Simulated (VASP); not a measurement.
# SrB2 (Fm-3m) in VASP: a series of runs

The runs below take SrB2 through single point, relaxation of cell and atoms, with PBE.

Program: VASP 6.6.1. These are calculated values, not measurements. Logs are shortened: lines on timing, memory, paths and dates and some standing lists are left out, and cuts for length are marked.

## 1. The cell of the first run

The structure is cubic, space group Fm-3m (No. 225). Conventional cell: a = 6.319 Å, b = 6.319 Å, c = 6.319 Å, α = 90.00°, β = 90.00°, γ = 90.00°. Within 3.6 Å of Sr (site symmetry m-3m) lie 8 B at 2.74 Å. B (site symmetry -43m) has 4 Sr at 2.74 Å and 6 B at 3.16 Å within 3.6 Å.

## 2. Single point, PBE

Input file INCAR:

```
SYSTEM = SrB2
PREC     = Accurate       ! precision mode
ENCUT    = 520            ! plane-wave cutoff, eV
EDIFF    = 1E-6           ! SCF threshold, eV
ISMEAR   = 0              ! smearing method
SIGMA    = 0.1            ! smearing width, eV
LREAL    = .False.        ! projectors in reciprocal space
LASPH    = .True.         ! aspherical terms in the spheres
NELM     = 60             ! most SCF steps
ALGO     = Normal         ! electronic algorithm
ISIF     = 2              ! what is computed and relaxed
LWAVE    = .False.        ! write WAVECAR
LCHARG   = .True.         ! write CHGCAR
GGA      = PE             ! functional
LELF     = .True.         ! ELF
LVHAR    = .True.       
NBANDS   = 15             ! bands
```

Input file KPOINTS:

```
Automatic mesh
0
Gamma
  6 6 6
  0 0 0
```

Input file POSCAR:

```
SrB2
1.0
    0.0000000000      3.1594244249      3.1594244249
    3.1594244249      0.0000000000      3.1594244249
    3.1594244249      3.1594244249      0.0000000000
Sr B
1 2
Direct
    0.0000000000      0.0000000000      0.0000000000
    0.2500000000      0.2500000000      0.2500000000
    0.7500000000      0.7500000000      0.7500000000
```

Potentials or basis: VASP PAW PBE potentials, release 64 (Sr_sv, B).

Command:

```sh
$ cat potpaw_PBE.64/Sr_sv/POTCAR potpaw_PBE.64/B/POTCAR > POTCAR
$ mpirun -np 1 vasp_std > vasp.out
```

OUTCAR:

```text
SYSTEM = SrB2
   PREC = Accurate
   ENCUT = 520
   EDIFF = 1E-6
   ISMEAR = 0
   LREAL = .False.
   LASPH = .True.
   NELM = 60
   ISIF = 2
   GGA = PE

 ion  position               nearest neighbor table
   1  0.000  0.000  0.000-   2 2.74   3 2.74   3 2.74   3 2.74   3 2.74   2 2.74   2 2.74   2 2.74

   2  0.250  0.250  0.250-   1 2.74   1 2.74   1 2.74   1 2.74
   3  0.750  0.750  0.750-   1 2.74   1 2.74   1 2.74   1 2.74

  LATTYP: Found a face centered cubic cell.
 ALAT       =     6.3188488498

  Lattice vectors:

 A1 = (   0.0000000000,   3.1594244249,   3.1594244249)
 A2 = (   3.1594244249,   0.0000000000,   3.1594244249)
 A3 = (   3.1594244249,   3.1594244249,   0.0000000000)

Analysis of symmetry for initial positions (statically):
=====================================================================
 Subroutine PRICEL returns:
 Original cell was already a primitive cell.

 Routine SETGRP: Setting up the symmetry group for a
 face centered cubic supercell.

 Subroutine GETGRP returns: Found 48 space group operations
 (whereof 48 operations were pure point group operations)
 out of a pool of 48 trial point group operations.

The static configuration has the point symmetry O_h .

Analysis of symmetry for dynamics (positions and initial velocities):
=====================================================================
 Subroutine PRICEL returns:
 Original cell was already a primitive cell.

 Routine SETGRP: Setting up the symmetry group for a
 face centered cubic supercell.

 Subroutine GETGRP returns: Found 48 space group operations
 (whereof 48 operations were pure point group operations)
 out of a pool of 48 trial point group operations.

The dynamic configuration has the point symmetry O_h .

 Subroutine INISYM returns: Found 48 space group operations
 (whereof 48 operations are pure point group operations),
 and found     1 'primitive' translations

----------------------------------------------------------------------------------------

                                     Primitive cell

  volume of cell :      63.0745

  direct lattice vectors                    reciprocal lattice vectors
     0.000000000  3.159424425  3.159424425    -0.158256674  0.158256674  0.158256674
     3.159424425  0.000000000  3.159424425     0.158256674 -0.158256674  0.158256674
     3.159424425  3.159424425  0.000000000     0.158256674  0.158256674 -0.158256674

  length of vectors
     4.468100871  4.468100871  4.468100871     0.274108599  0.274108599  0.274108599

  position of ions in fractional coordinates (direct lattice)
     0.000000000  0.000000000  0.000000000
     0.250000000  0.250000000  0.250000000
     0.750000000  0.750000000  0.750000000

  ion indices of the primitive-cell ions
   primitive index   ion index
                 1           1
                 2           2
                 3           3

----------------------------------------------------------------------------------------

 KPOINTS: Automatic mesh

Automatic generation of k-mesh.
 Grid dimensions read from file:
 generate k-points for:    6    6    6

 Generating k-lattice:

  Cartesian coordinates                     Fractional coordinates (reciprocal lattice)
    -0.026376112  0.026376112  0.026376112     0.166666667  0.000000000  0.000000000
     0.026376112 -0.026376112  0.026376112     0.000000000  0.166666667  0.000000000
     0.026376112  0.026376112 -0.026376112     0.000000000  0.000000000  0.166666667

  Length of vectors
     0.045684767  0.045684767  0.045684767

  Shift w.r.t. Gamma in fractional coordinates (k-lattice)
     0.000000000  0.000000000  0.000000000

 Subroutine IBZKPT returns following result:
 ===========================================

 Found     16 irreducible k-points:

 Following reciprocal coordinates:
            Coordinates               Weight
  0.000000  0.000000  0.000000      1.000000
  0.166667  0.000000  0.000000      8.000000
  0.333333  0.000000  0.000000      8.000000
  0.500000  0.000000  0.000000      4.000000
  0.166667  0.166667  0.000000      6.000000
  0.333333  0.166667  0.000000     24.000000
[... 8 lines left out ...]
 -0.333333  0.333333  0.166667     24.000000
 -0.333333  0.500000  0.166667     12.000000
   k-points           NKPTS =     16   k-points in BZ     NKDIM =     16   number of bands    NBANDS=     15
   number of dos      NEDOS =    301   number of ions     NIONS =      3
   total plane-waves  NPLWV =  46656
   dimension x,y,z NGX =    36 NGY =   36 NGZ =   36
   dimension x,y,z NGXF=    72 NGYF=   72 NGZF=   72
   ions per type =               1   2
   NGX,Y,Z   is equivalent  to a cutoff of  13.39, 13.39, 13.39 a.u.
   NGXF,Y,Z  is equivalent  to a cutoff of  26.79, 26.79, 26.79 a.u.
 SYSTEM =  SrB2
   PREC   = accura    normal or accurate (medium, high low for compatibility)
   ISTART =      0    job   : 0-new  1-cont  2-samecut
   ICHARG =      2    charge: 1-file 2-atom 10-const
   ISPIN  =      1    spin polarized calculation?
   LNONCOLLINEAR =      F non collinear calculations
   LSORBIT =      F    spin-orbit coupling
   LASPH  =      T    aspherical Exc in radial PAW
   ENCUT  =  520.0 eV  38.22 Ry    6.18 a.u.   8.31  8.31  8.31*2*pi/ulx,y,z
   NELM   =     60;   NELMIN=  2; NELMDL= -5     # of ELM steps
   EDIFF  = 0.1E-05   stopping-criterion for ELM
   LREAL  =      F    real-space projection
   EDIFFG = 0.1E-04   stopping-criterion for IOM
   NSW    =      0    number of steps for IOM
   IBRION =     -1    ionic relax: 0-MD 1-quasi-New 2-CG
   NFREE  =      0    steps in history (QN), initial steepest desc. (CG)
   ISIF   =      2    stress and relaxation
   ISYM   =      2    0-nonsym 1-usesym 2-fastsym
   POTIM  = 0.5000    time-step for ionic-motion
   TEBEG  =    0.0;   TEEND  =   0.0 temperature during run
   PSTRESS=    0.0 pullay stress
   NELECT =      16.0000    total number of electrons
   NUPDOWN=      -1.0000    fix difference up-down
   EMIN   =  10.00;   EMAX   =-10.00  energy-range for DOS
   EFERMI =   0.00;   METHOD = LEGACY
   ISMEAR =     0;   SIGMA  =   0.10  broadening in eV -4-tet -1-fermi 0-gaus
   EFERMI_NEDOS =   21; number of points for ismear=-14 and -15
   IALGO  =     38    algorithm
   IMIX   =      4    mixing-type and parameters
     AMIX     =   0.40;   BMIX     =  1.00
     AMIX_MAG =   1.60;   BMIX_MAG =  1.00
  volume/ion in A,a.u.               =      21.02       141.88
  Fermi-wavevector in a.u.,A,eV,Ry     =   1.036327  1.958374 14.612301  1.073974
  Thomas-Fermi vector in A             =   2.170713
   LORBIT       =      0    0 simple, 1 ext, 2 COOP (PROOUT), +10 PAW based schemes
   GGA     = PE    functional components
   LHFCALC =     F    Hartree Fock is set to
   AEXX    =    0.0000 exact exchange contribution
   IVDW    =     0    specifies the selected vdW correction
   LEPSILON=     F    determine dielectric tensor
   LRPA    =     F    only Hartree local field effects (RPA)
 non-spin polarized calculation
 Gauss-broadening in eV      SIGMA  =   0.10
  energy-cutoff  :      520.00
  volume of cell :       63.07
 maximum number of plane-waves:      1724
 NGX is ok and might be reduce to    36
   NGX = 17   NGY = 17   NGZ = 17

 number of electron      16.0000000 magnetization

 Free energy of the ion-electron system (eV)
  ---------------------------------------------------
  ext. energy  EPLUGINS =         0.00000000
  ---------------------------------------------------
  free energy    TOTEN  =        -8.82347799 eV

  energy without entropy =       -8.81190583  energy(sigma->0) =       -8.81769191

 E-fermi :   1.2591     XC(G=0):  -8.9735

 val. band max:        1.2367607053   @ k =   0.5000   0.3333   0.0000
 cond. band min:       1.2696404530   @ k =   0.1667   0.0000   0.0000
 fundamental gap:      0.0328797477
 Fermi energy:         1.2591173657

 k-point     1 :       0.0000    0.0000    0.0000
  band No.  band energies     occupation
      1     -32.2910      2.00000
      2     -14.4018      2.00000
      3     -14.4018      2.00000
      4     -14.4018      2.00000
      5      -5.9972      2.00000
      6      -1.3284      2.00000
      7       0.2874      2.00000
      8       0.2874      2.00000
      9       0.2874      2.00000
     10       4.4041      0.00000
     11       4.4041      0.00000
     12       4.4041      0.00000
     13       6.4176      0.00000
     14       6.4176      0.00000
     15       9.8306      0.00000

 k-point     2 :       0.1667    0.0000    0.0000
  band No.  band energies     occupation
      1     -32.2879      2.00000
      2     -14.4759      2.00000
      3     -14.4116      2.00000
      4     -14.4116      2.00000
      5      -5.6693      2.00000
      6      -2.1116      2.00000
      7       0.4775      2.00000
      8       0.4775      2.00000
      9       1.2696      0.88170
     10       3.7698      0.00000
     11       3.7698      0.00000
     12       4.0108      0.00000
     13       7.1493      0.00000
     14       7.1493      0.00000
     15       9.0847      0.00000

 k-point     3 :       0.3333    0.0000    0.0000
  band No.  band energies     occupation
      1     -32.2817      2.00000
      2     -14.6166      2.00000
      3     -14.4309      2.00000
      4     -14.4309      2.00000
      5      -4.9126      2.00000
      6      -2.9645      2.00000
      7       0.8750      2.00000
      8       0.8750      2.00000
      9       2.3220      0.00000
     10       3.1166      0.00000
     11       3.1166      0.00000
     12       3.1808      0.00000
     13       7.4690      0.00000
     14       7.4690      0.00000
     15       8.4770      0.00000

 k-point     4 :       0.5000    0.0000    0.0000
  band No.  band energies     occupation
      1     -32.2786      2.00000
      2     -14.6838      2.00000
      3     -14.4405      2.00000
      4     -14.4405      2.00000
      5      -4.4284      2.00000
      6      -3.3252      2.00000
      7       1.0684      1.99301
      8       1.0684      1.99301
      9       2.5999      0.00000
     10       2.6646      0.00000
     11       2.9483      0.00000
     12       2.9483      0.00000
     13       7.2344      0.00000
     14       7.2344      0.00000
     15       9.6638      0.00000
[... 163 lines left out ...]
 k-point    14 :       0.5000    0.3333    0.1667
  band No.  band energies     occupation
      1     -32.2776      2.00000
      2     -14.6179      2.00000
      3     -14.5159      2.00000
      4     -14.4630      2.00000
      5      -4.2288      2.00000
      6      -3.2484      2.00000
      7       0.2752      2.00000
      8       0.7899      2.00000
      9       1.4867      0.00129
     10       3.0571      0.00000
     11       3.8999      0.00000
     12       4.3312      0.00000
     13       7.0744      0.00000
     14       7.6718      0.00000
     15       9.4852      0.00000

 k-point    15 :      -0.3333    0.3333    0.1667
  band No.  band energies     occupation
      1     -32.2756      2.00000
      2     -14.6228      2.00000
      3     -14.5547      2.00000
      4     -14.4775      2.00000
      5      -3.7600      2.00000
      6      -3.4357      2.00000
      7       0.0786      2.00000
      8       0.3910      2.00000
      9       2.0356      0.00000
     10       2.5339      0.00000
     11       3.9882      0.00000
     12       4.5261      0.00000
     13       7.3633      0.00000
     14       7.6800      0.00000
     15      10.1864      0.00000

 k-point    16 :      -0.3333    0.5000    0.1667
  band No.  band energies     occupation
      1     -32.2746      2.00000
      2     -14.6373      2.00000
      3     -14.5453      2.00000
      4     -14.5000      2.00000
      5      -3.4806      2.00000
      6      -3.4634      2.00000
      7      -0.5935      2.00000
      8       0.5206      2.00000
      9       1.8337      0.00000
     10       3.0614      0.00000
     11       3.9103      0.00000
     12       5.1089      0.00000
     13       6.9623      0.00000
     14       7.9201      0.00000
     15      10.0912      0.00000

------------------------ aborting loop because EDIFF is reached ----------------------------------------

  FORCE on cell =-STRESS in cart. coord.  units (eV):
  Direction    XX          YY          ZZ          XY          YZ          ZX
  --------------------------------------------------------------------------------------
  -------------------------------------------------------------------------------------
  Total        0.0867186      0.0867186      0.0867186     -0.0000000     -0.0000000      0.0000000
  in kB        2.2027686      2.2027686      2.2027686     -0.0000000     -0.0000000      0.0000000
  external PRESSURE =       2.2027686 kB  Pullay stress =       0.0000000 kB

 VOLUME and BASIS-vectors are now :
 -----------------------------------------------------------------------------
  energy-cutoff  :      520.00
  volume of cell :       63.07
      direct lattice vectors                 reciprocal lattice vectors
     0.000000000  3.159424425  3.159424425    -0.158256674  0.158256674  0.158256674
     3.159424425  0.000000000  3.159424425     0.158256674 -0.158256674  0.158256674
     3.159424425  3.159424425  0.000000000     0.158256674  0.158256674 -0.158256674

 POSITION                                       TOTAL-FORCE (eV/Angst)
 -----------------------------------------------------------------------------------
      0.00000      0.00000      0.00000         0.000000      0.000000      0.000000
      1.57971      1.57971      1.57971         0.000000      0.000000      0.000000
      4.73914      4.73914      4.73914        -0.000000     -0.000000     -0.000000
 -----------------------------------------------------------------------------------
    total drift:                               -0.000000      0.000000      0.000000

  FREE ENERGIE OF THE ION-ELECTRON SYSTEM (eV)
  ---------------------------------------------------
  free  energy   TOTEN  =        -8.8234779877 eV

  energy  without entropy=       -8.8119058336  energy(sigma->0) =       -8.81769191
```

Wall time 36 s (1 thread of AMD EPYC 7R13, shared host); peak memory 0.17 GiB.

Results:

```yaml
Free_energy: -8.8235 eV
Pressure: 0.2 GPa
Band_gap_on_the_k_mesh: zero (band 8 reaches 1.40 eV, above the bottom of band 9 at 0.29 eV)
```

Levels at points of the mesh, in eV from the Fermi level:
```
           k point  band 5  band 6  band 7  band 8  band 9  band 10  band 11  band 12
(0.00, 0.00, 0.00)   -7.26   -2.59   -0.97   -0.97   -0.97     3.14     3.14     3.14
(0.50, 0.00, 0.00)   -5.69   -4.58   -0.19   -0.19    1.34     1.41     1.69     1.69
(0.50, 0.50, 0.00)   -4.74   -4.70   -2.30    0.04    0.04     2.55     2.55     4.05
```

## 3. Relaxation of cell and atoms, PBE

This run uses another cell than the first one, of 12.47 Å³/atom, 0.593 times its volume.

Input file INCAR:

```
PREC = Accurate ; ENCUT = 600
EDIFF = 1E-7 ; ISMEAR = 0
SIGMA = 0.1 ; LREAL = False
LASPH = True ; NELM = 100
ALGO = Normal ; ISIF = 3
LWAVE = False ; LCHARG = False
GGA = PE ; IBRION = 2
NSW = 90 ; EDIFFG = -0.04
```

Input file KPOINTS:

```
Automatic mesh
0
Gamma
  6 6 6
```

Input file POSCAR:

```
SrB2
1.0
    0.0000000000      2.6542415000      2.6542415000
    2.6542415000      0.0000000000      2.6542415000
    2.6542415000      2.6542415000      0.0000000000
Sr B
1 2
Direct
    0.0000000000      0.0000000000      0.0000000000
    0.2500000000      0.2500000000      0.2500000000
    0.7500000000      0.7500000000      0.7500000000
```

Potentials or basis: VASP PAW PBE potentials, release 64 (Sr_sv, B).

Command:

```sh
$ cat potpaw_PBE.64/Sr_sv/POTCAR potpaw_PBE.64/B/POTCAR > POTCAR
$ mpirun -np 1 vasp_std > vasp.out
```

Run time: 43 s. Hardware: 1 thread of AMD EPYC 7R13, shared host; peak memory 0.14 GiB.

It converged, with:

```yaml
Free_energy: -8.8181 eV
Relaxed_volume: 20.97 Å³/atom
Relaxed_cell: a = 4.464 Å, b = 4.464 Å, c = 4.464 Å, α = 60.00°, β = 60.00°, γ = 60.00°
Space_group_after_relaxing_to_0.05_Å: Fm-3m (No. 225)
Energy_gained_by_relaxing: 897.8 meV/atom
Ionic_steps: 2
Pressure_after_relaxing: 0.3 GPa
Band_gap_on_the_k_mesh: zero (band 8 reaches 1.41 eV, above the bottom of band 9 at 0.29 eV)
```

Step by step:
```csv
step,energy change (eV),largest force (eV/Å),pressure (GPa),volume (Å³)
1,0.0000,0.0000,50.43,37.40
2,-2.6935,0.0000,0.30,62.91
```

Final structure:
```yaml
crystal:
  lattice:
    - [0.00000, 3.15667, 3.15667]
    - [3.15667, 0.00000, 3.15667]
    - [3.15667, 3.15667, 0.00000]
  atoms:
    - { symbol: Sr, position: [0.00000, 0.00000, 0.00000] }
    - { symbol: B, position: [0.25000, 0.25000, 0.25000] }
    - { symbol: B, position: [0.75000, 0.75000, 0.75000] }
```

Levels at points of the mesh, in eV from the Fermi level:
| k point | band 5 | band 6 | band 7 | band 8 | band 9 | band 10 | band 11 | band 12 |
| --- | --- | --- | --- | --- | --- | --- | --- | --- |
| (0.00, 0.00, 0.00) | -7.26 | -2.58 | -0.98 | -0.98 | -0.98 | 3.15 | 3.15 | 3.15 |
| (0.50, 0.00, 0.00) | -5.69 | -4.58 | -0.20 | -0.20 | 1.34 | 1.41 | 1.69 | 1.69 |
| (0.50, 0.50, 0.00) | -4.74 | -4.70 | -2.31 | 0.04 | 0.04 | 2.55 | 2.55 | 4.06 |

Caveat: the volume moved by over 15 % at a fixed basis, so the end points are rough.
